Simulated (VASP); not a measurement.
The system is InB3As4.

```
B As In
1.0
     4.98034    0.00000    0.00000
     0.00000    4.98034    0.00000
     0.00000    0.00000    4.98034
B As In
3 4 1
Direct
  0.50000 0.00000 0.00000
  0.00000 0.50000 0.00000
  0.00000 0.00000 0.50000
  0.75000 0.25000 0.25000
  0.25000 0.75000 0.25000
  0.25000 0.25000 0.75000
  0.75000 0.75000 0.75000
  0.50000 0.50000 0.50000
```

| Quantity | Value |
| --- | --- |
| Program | VASP 6.6.1 |
| Task | relaxation of cell and atoms |
| Functional | PBE |
| Potentials or basis | VASP PAW PBE potentials, release 64 (B, As, In_d) |
| Cutoff | 600 eV |
| k mesh | 6 × 6 × 6 |
| Occupations | fermi-dirac, width 0.02 eV |
| Spin | no spin polarisation |

At the start: pressure 26.7 GPa; volume 15.44 Å³/atom.

How do energy, volume and symmetry change on relaxing?

Over 9 steps the energy falls by 539.7 meV/atom and the volume is 17.51 Å³/atom (+13.4 %); space group P-43m (No. 215, to 0.05 Å).

The path:
| step | energy change (eV) | largest force (eV/Å) | pressure (GPa) | volume (Å³) |
| --- | --- | --- | --- | --- |
| 1 | 0.0000 | 8.7709 | 26.69 | 123.53 |
| 2 | -1.1250 | 1.8589 | -11.03 | 175.46 |
| 3 | -4.2715 | 0.1786 | -2.99 | 144.77 |
| 4 | -4.2932 | 0.0794 | -2.14 | 143.54 |
| 5 | -4.2981 | 0.2878 | -1.45 | 142.60 |
| 6 | -4.3176 | 0.0403 | 0.23 | 139.78 |
| 7 | -4.3177 | 0.0518 | 0.15 | 139.90 |
| 8 | -4.3179 | 0.0136 | -0.04 | 140.13 |
| 9 | -4.3180 | 0.0009 | 0.00 | 140.08 |

Final structure:
```xyz
8
Lattice="5.1934 0.0000 0.0000 0.0000 5.1934 0.0000 0.0000 0.0000 5.1934" Properties=species:S:1:pos:R:3 pbc="T T T"
B     2.5967    0.0000    0.0000
B     0.0000    2.5967    0.0000
B     0.0000    0.0000    2.5967
As    4.0202    1.1732    1.1732
As    1.1732    4.0202    1.1732
As    1.1732    1.1732    4.0202
As    4.0202    4.0202    4.0202
In    2.5967    2.5967    2.5967
```
